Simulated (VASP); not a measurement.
# BN (R3m) in VASP: single point with LDA

Aim: the single point of BN with LDA.

Everything below comes from runs of VASP 6.6.1. Logs are shortened: lines on timing, memory, paths and dates and some standing lists are left out, and cuts for length are marked.

### Step 1. The cell of the first run

Symmetry: R3m, No. 160, trigonal system. The conventional cell has a = 2.502 Å, b = 2.502 Å, c = 10.119 Å, α = 90.00°, β = 90.00°, γ = 120.00°. B (site symmetry 3m) has 3 N at 1.44 Å within 1.9 Å. N (site symmetry 3m) has 3 B at 1.44 Å within 1.9 Å.

### Step 2. Single point, LDA

Input file INCAR:

```
PREC = Accurate
ENCUT = 600
EDIFF = 1E-6
ISMEAR = 0
SIGMA = 0.1
LREAL = False
LASPH = True
NELM = 120
ALGO = Normal
ISIF = 2
LWAVE = False
LCHARG = True
GGA = CA
LELF = True
LVHAR = True
NBANDS = 11
GGA_COMPAT = False
```

Input file KPOINTS:

```
Automatic mesh
0
Gamma
  9 9 9
```

Input file POSCAR:

```
BN
1.0
    1.2511217832      0.7223354983      3.3729344033
   -1.2511217832      0.7223354983      3.3729344033
    0.0000000000     -1.4446709967      3.3729344033
B N
1 1
Direct
    0.9996712000      0.9996712000      0.9996712000
    0.3327618000      0.3327618000      0.3327618000
```

Potentials or basis: VASP PAW LDA potentials, release 64 (B, N).

Started as:

```
$ cat potpaw_LDA.64/B/POTCAR potpaw_LDA.64/N/POTCAR > POTCAR
$ mpirun -np 1 vasp_std > vasp.out
```

OUTCAR:

```text
PREC = Accurate
   ENCUT = 600
   EDIFF = 1E-6
   ISMEAR = 0
   LREAL = False
   LASPH = True
   NELM = 120
   ISIF = 2
   GGA = CA

 ion  position               nearest neighbor table
   1  1.000  1.000  1.000-   2 1.44   2 1.44   2 1.44
   2  0.333  0.333  0.333-   1 1.44   1 1.44   1 1.44

  LATTYP: Found a trigonal (rhomboedric) cell.
 ALAT       =     3.6692997666
 COS(alpha) =     0.7674786796

  Lattice vectors:

 A1 = (   1.2511217832,   0.7223354983,   3.3729344033)
 A2 = (  -1.2511217832,   0.7223354983,   3.3729344033)
 A3 = (   0.0000000000,  -1.4446709967,   3.3729344033)

Analysis of symmetry for initial positions (statically):
=====================================================================
 Subroutine PRICEL returns:
 Original cell was already a primitive cell.

 Routine SETGRP: Setting up the symmetry group for a
 trigonal (rhombohedral) supercell.

 Subroutine GETGRP returns: Found  6 space group operations
 (whereof  6 operations were pure point group operations)
 out of a pool of 12 trial point group operations.

The static configuration has the point symmetry C_3v.

Analysis of symmetry for dynamics (positions and initial velocities):
=====================================================================
 Subroutine PRICEL returns:
 Original cell was already a primitive cell.

 Routine SETGRP: Setting up the symmetry group for a
 trigonal (rhombohedral) supercell.

 Subroutine GETGRP returns: Found  6 space group operations
 (whereof  6 operations were pure point group operations)
 out of a pool of 12 trial point group operations.

The dynamic configuration has the point symmetry C_3v.

 Subroutine INISYM returns: Found  6 space group operations
 (whereof  6 operations are pure point group operations),
 and found     1 'primitive' translations

----------------------------------------------------------------------------------------

                                     Primitive cell

  volume of cell :      18.2893

  direct lattice vectors                    reciprocal lattice vectors
     1.251121783  0.722335498  3.372934403     0.399641351  0.230733042  0.098825916
    -1.251121783  0.722335498  3.372934403    -0.399641351  0.230733042  0.098825916
     0.000000000 -1.444670997  3.372934403     0.000000000 -0.461466083  0.098825916

  length of vectors
     3.669299767  3.669299767  3.669299767     0.471929558  0.471929558  0.471929558

[... 81 lines left out ...]
   LREAL  =      F    real-space projection
   EDIFFG = 0.1E-04   stopping-criterion for IOM
   NSW    =      0    number of steps for IOM
   IBRION =     -1    ionic relax: 0-MD 1-quasi-New 2-CG
   NFREE  =      0    steps in history (QN), initial steepest desc. (CG)
   ISIF   =      2    stress and relaxation
   ISYM   =      2    0-nonsym 1-usesym 2-fastsym
   POTIM  = 0.5000    time-step for ionic-motion
   TEBEG  =    0.0;   TEEND  =   0.0 temperature during run
   PSTRESS=    0.0 pullay stress
   NELECT =       8.0000    total number of electrons
   NUPDOWN=      -1.0000    fix difference up-down
   EMIN   =  10.00;   EMAX   =-10.00  energy-range for DOS
   EFERMI =   0.00;   METHOD = LEGACY
   ISMEAR =     0;   SIGMA  =   0.10  broadening in eV -4-tet -1-fermi 0-gaus
   EFERMI_NEDOS =   21; number of points for ismear=-14 and -15
   IALGO  =     38    algorithm
   IMIX   =      4    mixing-type and parameters
     AMIX     =   0.40;   BMIX     =  1.00
     AMIX_MAG =   1.60;   BMIX_MAG =  1.00
  volume/ion in A,a.u.               =       9.14        61.71
  Fermi-wavevector in a.u.,A,eV,Ry     =   1.242717  2.348395 21.012099  1.544346
  Thomas-Fermi vector in A             =   2.377059
   LORBIT       =      0    0 simple, 1 ext, 2 COOP (PROOUT), +10 PAW based schemes
   GGA     = CA    functional components
   LHFCALC =     F    Hartree Fock is set to
   AEXX    =    0.0000 exact exchange contribution
   IVDW    =     0    specifies the selected vdW correction
   LEPSILON=     F    determine dielectric tensor
   LRPA    =     F    only Hartree local field effects (RPA)
 non-spin polarized calculation
 Gauss-broadening in eV      SIGMA  =   0.10
  energy-cutoff  :      600.00
  volume of cell :       18.29
 maximum number of plane-waves:       625
 NGX is ok and might be reduce to    30
   NGX = 15   NGY = 15   NGZ = 15

 number of electron       8.0000000 magnetization

 Free energy of the ion-electron system (eV)
  ---------------------------------------------------
  ext. energy  EPLUGINS =         0.00000000
  ---------------------------------------------------
  free energy    TOTEN  =       -19.28870145 eV

  energy without entropy =      -19.28870145  energy(sigma->0) =      -19.28870145

 E-fermi :   2.4920     XC(G=0): -10.4316

 val. band max:        2.0009449534   @ k =  -0.3333   0.3333   0.0000
 cond. band min:       6.1938987118   @ k =  -0.4444   0.4444   0.0000
 fundamental gap:      4.1929537584
 Fermi energy:         2.4919848075

 k-point     1 :       0.0000    0.0000    0.0000
  band No.  band energies     occupation
      1     -15.5636      2.00000
      2      -2.2036      2.00000
      3       0.7044      2.00000
      4       0.7044      2.00000
      5       6.8453      0.00000
      6      13.5660      0.00000
      7      13.5660      0.00000
      8      14.9751      0.00000
      9      16.8084      0.00000
     10      27.6474      0.00000
     11      29.4370      0.00000
[... 309 lines left out ...]
 k-point    24 :       0.4444    0.4444   -0.0000
  band No.  band energies     occupation
      1     -12.4542      2.00000
      2      -6.4857      2.00000
      3      -2.0753      2.00000
      4       0.5804      2.00000
      5       6.4624      0.00000
      6      11.8906      0.00000
      7      15.4353      0.00000
      8      19.3857      0.00000
      9      21.9807      0.00000
     10      23.0936      0.00000
     11      27.7676      0.00000

 [... further k-points ...]
[... 5 lines left out ...]
  --------------------------------------------------------------------------------------
  -------------------------------------------------------------------------------------
  Total       -0.6130772     -0.6130772     -0.1357895      0.0000000      0.0000000      0.0000000
  in kB      -53.7066460    -53.7066461    -11.8954014      0.0000000      0.0000000      0.0000000
  external PRESSURE =     -39.7695645 kB  Pullay stress =       0.0000000 kB

 VOLUME and BASIS-vectors are now :
 -----------------------------------------------------------------------------
  energy-cutoff  :      600.00
  volume of cell :       18.29
      direct lattice vectors                 reciprocal lattice vectors
     1.251121783  0.722335498  3.372934403     0.399641351  0.230733042  0.098825916
    -1.251121783  0.722335498  3.372934403    -0.399641351  0.230733042  0.098825916
     0.000000000 -1.444670997  3.372934403     0.000000000 -0.461466083  0.098825916

 POSITION                                       TOTAL-FORCE (eV/Angst)
 -----------------------------------------------------------------------------------
      0.00000     -0.00000     10.11548         0.000000      0.000000     -0.002352
      0.00000     -0.00000      3.36715         0.000000     -0.000000      0.002352
 -----------------------------------------------------------------------------------
    total drift:                                0.000000     -0.000000      0.000100

  FREE ENERGIE OF THE ION-ELECTRON SYSTEM (eV)
  ---------------------------------------------------
  free  energy   TOTEN  =       -19.2887014519 eV

  energy  without entropy=      -19.2887014519  energy(sigma->0) =      -19.28870145
```

OSZICAR:

```text
N       E                     dE             d eps       ncg     rms          rms(c)
DAV:   1     0.148383403381E+02    0.14838E+02   -0.51453E+03  1894   0.769E+02
DAV:   2    -0.204524908170E+02   -0.35291E+02   -0.33945E+02  2195   0.159E+02
DAV:   3    -0.212821998383E+02   -0.82971E+00   -0.82778E+00  2270   0.219E+01
DAV:   4    -0.212844681671E+02   -0.22683E-02   -0.22683E-02  2115   0.140E+00
DAV:   5    -0.212844781849E+02   -0.10018E-04   -0.10018E-04  2246   0.795E-02    0.780E+00
DAV:   6    -0.195397125988E+02    0.17448E+01   -0.58206E+00  2002   0.132E+01    0.345E+00
DAV:   7    -0.193475670677E+02    0.19215E+00   -0.19808E-01  2245   0.327E+00    0.206E+00
DAV:   8    -0.192891182654E+02    0.58449E-01   -0.14232E-01  2206   0.224E+00    0.231E-01
DAV:   9    -0.192887120003E+02    0.40627E-03   -0.24476E-03  2053   0.409E-01    0.132E-01
DAV:  10    -0.192886993087E+02    0.12692E-04   -0.18499E-04  2175   0.118E-01    0.198E-02
DAV:  11    -0.192887017055E+02   -0.23968E-05   -0.11014E-05  2236   0.217E-02    0.143E-02
DAV:  12    -0.192887014519E+02    0.25363E-06   -0.24613E-06  2044   0.993E-03
   1 F= -.19288701E+02 E0= -.19288701E+02  d E =-.434843E-13
```

stdout:

```text
POSCAR found type information on POSCAR B N
 POSCAR found :  2 types and       2 ions
 scaLAPACK will be used
 LDA part: xc-table for (Slater(with rela. corr.)+CA(PZ))
 , standard interpolation
 POSCAR, INCAR and KPOINTS ok, starting setup
 FFT: planning ... GRIDC
 FFT: planning ... GRID_SOFT
 FFT: planning ... GRID
 WAVECAR not read
 entering main loop
```

Wall time 15 s (1 thread of AMD EPYC 9R45 (Zen 5), shared host); peak memory 0.12 GiB.

Results:

* Free energy: -19.2887 eV
* Pressure: -4.0 GPa
* Band gap on the k mesh: 4.19 eV (least direct gap 4.55 eV)

Forces on the atoms (eV/Å):
```
B    0.000  0.000 -0.002
N    0.000  0.000  0.002
```

Caveat: the cell stands under tension; an odd mesh through Γ misses points on the zone boundary, where band edges can lie.
